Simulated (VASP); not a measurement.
# CoO: single point with PBEsol

Crystal: CoO.

```
Co O
1.0
     1.44525    0.83442    2.43993
    -1.44525    0.83442    2.43993
     0.00000   -1.66883    2.43993
Co O
1 1
Direct
  0.00000 0.00000 0.00000
  0.50000 0.50000 0.50000
```

This cell differs from its parent crystal: strain -0.040 along x and y, +0.000 along z.

```
Program                : VASP 6.6.1
Task                   : single point
Functional             : PBEsol
Potentials or basis    : VASP PAW PBE potentials, release 64 (Co, O)
Cutoff                 : 520 eV
k mesh                 : 18 × 18 × 18
Occupations            : gaussian, width 0.15 eV
Spin                   : collinear spin, ferromagnetic start
Starting moments       : [2.64, 0.33] μB
Dipole correction      : no
Further INCAR settings : ALGO = Normal; EDIFF = 1e-06; NBANDS = 18
```

```json
{
  "Pressure": "3.3 GPa",
  "Net moment": "2.58 μB per cell",
  "Site moments": "Co +2.30; O +0.24 μB",
  "Valence electrons inside the program's atomic spheres": "Co 7.99; O 4.99"
}
```

Stress tensor (GPa, compression positive):
```
2.53 0.00 0.00
0.00 2.53 0.00
0.00 0.00 4.99
```

Levels at points of the mesh, in eV from the Fermi level:
Spin up:
```csv
k point,band 6,band 7,band 8,band 9,band 10,band 11,band 12,band 13
"(0.00, 0.00, 0.00)",-3.20,-3.20,-3.04,-3.04,1.37,16.83,18.07,19.00
"(0.50, 0.00, 0.00)",-2.13,-1.60,0.39,0.45,4.98,10.20,13.47,13.95
"(0.50, 0.50, 0.00)",-2.76,-2.07,-1.89,-1.86,6.36,10.18,11.97,16.40
"(0.50, 0.50, 0.50)",-2.24,-1.75,0.35,0.35,5.29,9.66,14.36,14.36
```
Spin down:
```tsv
k point	band 3	band 4	band 5	band 6	band 7	band 8	band 9	band 10
(0.00, 0.00, 0.00)	-3.08	-3.08	-1.45	-1.28	-1.28	-0.32	-0.32	1.86
(0.50, 0.00, 0.00)	-5.65	-5.42	-0.26	-0.09	0.22	2.68	2.76	5.25
(0.50, 0.50, 0.00)	-4.67	-4.40	-2.70	0.12	0.14	0.25	0.88	7.13
(0.50, 0.50, 0.50)	-5.32	-5.32	-0.24	-0.24	0.08	2.64	2.64	5.57
```

It took 15 min on 1 thread of AMD EPYC 7R13, on a shared host, peak memory 0.36 GiB.

Caveat: the cell differs from its parent crystal (strain -0.040 along x and y, +0.000 along z); the PAW data sets were made with another functional, which shifts forces and pressure a little; a cell with one magnetic atom can't hold antiferromagnetic order, which such compounds often take; semilocal functionals often make such compounds metallic where correlation or magnetic order opens a gap, which also shifts bond lengths.
